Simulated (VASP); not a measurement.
Runs of VASP 6.6.1 on PtS2. The structure is that of space group P-3m1 (No. 164), or close to it. The cells are those of the table. 

```csv
cell,gap on the mesh (eV),pressure (GPa),largest force (eV/Å)
"a = 3.632, b = 3.632, c = 5.165 Å, angles 90.0, 90.0, 120.0°, 3 atoms",0.47,-6.9,1.13
"a = 3.543, b = 3.543, c = 4.913 Å, angles 90.0, 90.0, 120.0°, 3 atoms",0.49,(b),-
"a = 3.543, b = 3.543, c = 5.291 Å, angles 90.0, 90.0, 120.0°, 3 atoms",(a),-2.9,1.04
"a = 3.366, b = 3.366, c = 5.165 Å, angles 90.0, 90.0, 120.0°, 3 atoms",0.75,18.5,0.56
"a = 3.632, b = 3.632, c = 5.039 Å, angles 90.0, 90.0, 120.0°, 3 atoms",0.41,-5.0,0.83
```

Alike in all rows: task single point; level PBE; potentials or basis VASP PAW PBE potentials, release 64 (Pt, S); no spin polarisation; k mesh 12 × 12 × 8; cutoff (eV) 520; smearing gaussian 0.05 eV.

Q: Fill in the values left out.

A: (a) 0.66; (b) 4.8.

Caveats: spin-orbit coupling is left out, which moves the levels of the heavy elements; forces of over 1 eV/Å act on the atoms, so gaps and moduli don't describe the material at rest (some runs).

A k mesh can miss the band edges, and the runs leave out spin-orbit coupling on Pt.
